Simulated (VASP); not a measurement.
Here is a VASP 6.6.1 calculation.

The input INCAR:

```
SYSTEM = Rh
ALGO = Normal
EDIFF = 1E-8
ENCUT = 600
GGA = PS
IBRION = 6
ISIF = 3
ISMEAR = -1
LASPH = .True.
LCHARG = .False.
LREAL = .False.
LWAVE = .False.
NBANDS = 14
NELM = 80
NFREE = 2
NSW = 1
POTIM = 0.015
PREC = Accurate
SIGMA = 0.1
```

File KPOINTS:

```
k-points
0
Gamma
  28 28 28
  0 0 0
```

File POSCAR:

```
Rh
1.0
    0.0000000000      1.8711181935      1.8711181935
    1.8711181935      0.0000000000      1.8711181935
    1.8711181935      1.8711181935      0.0000000000
Rh
1
Direct
    0.0000000000      0.0000000000      0.0000000000
```

Potentials or basis: VASP PAW PBE potentials, release 64 (Rh_pv).

Run with:

```sh
$ cat potpaw_PBE.64/Rh_pv/POTCAR > POTCAR
$ mpirun -np 1 vasp_std > vasp.out
```

Problem. What does it give for the elastic constants C11, C12, C44?

Solution. 523, 240, 236 GPa.

Problem. Estimate the Voigt bulk modulus.

Solution. 334 GPa.

Clamped-ion elastic tensor (GPa):
```
523 240 240   0   0   0
240 523 240   0   0   0
240 240 523   0   0   0
  0   0   0 236   0   0
  0   0   0   0 236   0
  0   0   0   0   0 236
```

Caveat: the cell is under stress, which shifts elastic constants; the PAW data sets were made with another functional, which shifts forces and pressure a little.
